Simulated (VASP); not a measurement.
A run of VASP 6.6.1 is set up as follows.

Contents of INCAR:

```
PREC = Accurate
ENCUT = 500
EDIFF = 1E-6
ISMEAR = 0
SIGMA = 0.03
LREAL = F
LASPH = T
NELM = 120
ALGO = Normal
ISIF = 2
LWAVE = F
LCHARG = F
GGA = PS
NBANDS = 17
GGA_COMPAT = F
```

KPOINTS

```
regular mesh
0
Gamma
  10 10 10
```

Contents of POSCAR:

```
SnTe
1.0
    0.0000000000      3.1249350000      3.1565000000
    3.1249350000      0.0000000000      3.1565000000
    3.1249350000      3.1249350000      0.0000000000
Sn Te
1 1
Direct
    0.0000000000      0.0000000000      0.0000000000
    0.5000000000      0.5000000000      0.5000000000
```

Potentials or basis: VASP PAW PBE potentials, release 64 (Sn_d, Te).

Run with:

```console
$ cat potpaw_PBE.64/Sn_d/POTCAR potpaw_PBE.64/Te/POTCAR > POTCAR
$ mpirun -np 1 vasp_std > vasp.out
```

(1) Predict the band gap on the k mesh.

(2) What does it give for the pressure?

Answers

(1) 0.19 eV.

(2) 0.4 GPa.

Caveat: the cell differs from its parent crystal (strain -0.0100 x Voigt [1, 1, 0, 0, 0, 0]); the PAW data sets were made with another functional, which shifts forces and pressure a little; spin-orbit coupling is left out, which moves the levels of the heavy elements.
